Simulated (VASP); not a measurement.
**CdS: single point with LDA**

CdS:

```
Cd S
1.0
     4.12453    0.00000    0.00000
    -2.06227    3.57195    0.00000
     0.00000    0.00000    6.70921
Cd S
2 2
Direct
  0.33333 0.66667 0.99093
  0.66667 0.33333 0.49093
  0.33333 0.66667 0.38607
  0.66667 0.33333 0.88607
```

This cell differs from its parent crystal: atoms moved along the polar distortion.

- Program: VASP 6.6.1
- Task: single point
- Functional: LDA
- Potentials or basis: VASP PAW LDA potentials, release 64 (Cd, S)
- Cutoff: 520 eV
- k mesh: 9 × 9 × 4
- Occupations: gaussian, width 0.01 eV
- Spin: no spin polarisation

```
Pressure               : -1.4 GPa
Largest force          : 0.447 eV/Å
Band gap on the k mesh : 1.03 eV
```

Forces in eV/Å, atoms in the order of the input:
```
Cd   0.000  0.000  0.447
Cd   0.000  0.000  0.447
S    0.000  0.000 -0.447
S    0.000  0.000 -0.447
```

Stress tensor (GPa, compression positive):
```
-0.25  0.00  0.00
 0.00 -0.25  0.00
 0.00  0.00 -3.71
```

Levels at points of the mesh, in eV from the valence-band top:
| k point | band 14 | band 15 | band 16 | band 17 | band 18 | band 19 | band 20 | band 21 | band 22 | band 23 |
| --- | --- | --- | --- | --- | --- | --- | --- | --- | --- | --- |
| (0.00, 0.00, 0.00) | -0.68 | -0.68 | -0.03 | 0.00 | 0.00 | 1.03 | 2.41 | 6.29 | 6.29 | 6.66 |
| (0.00, 0.00, 0.50) | -2.41 | -0.35 | -0.35 | -0.35 | -0.35 | 2.60 | 2.60 | 5.92 | 5.92 | 6.61 |

It took 2.2 min on 1 thread of Intel Xeon 8259CL, with other jobs on the host, peak memory 0.23 GiB.

Caveat: the cell differs from its parent crystal (atoms moved along the polar distortion).
